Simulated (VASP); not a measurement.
In, 1 atom in the cell. It takes space group I4/mmm (No. 139, tetragonal). The conventional cell has a = 3.295 Å, b = 3.295 Å, c = 5.013 Å, α = 90.00°, β = 90.00°, γ = 90.00°. In (site symmetry 4/mmm) has 12 In at 3.30 to 3.42 Å within 4.3 Å.  This cell differs from its parent crystal: functional pbesol, volume scaled by 1.04.

* Program: VASP 6.6.1
* Task: single point
* Functional: PBEsol
* Potentials or basis: VASP PAW PBE potentials, release 64 (In_d)
* Cutoff: 520 eV
* k mesh: 14 × 14 × 14
* Occupations: fermi-dirac, width 0.05 eV
* Spin: no spin polarisation
* Dipole correction: no
* Further INCAR settings: ALGO = Normal; EDIFF = 1e-06; NBANDS = 12

Potentials or basis: VASP PAW PBE potentials, release 64 (In_d).

Run with:

```console
$ cat potpaw_PBE.64/In_d/POTCAR > POTCAR
$ mpirun -np 1 vasp_std > vasp.out
```

Hardware: 1 thread of Intel(R) Xeon(R) 6975P-C (Granite Rapids), with other jobs on the host.

Question: Estimate the wall time of this run.

Answer: Wall time 28 s on 1 thread of Intel(R) Xeon(R) 6975P-C (Granite Rapids) (shared host), peak memory 0.21 GiB. Counts: scf iterations 10, k points 244.
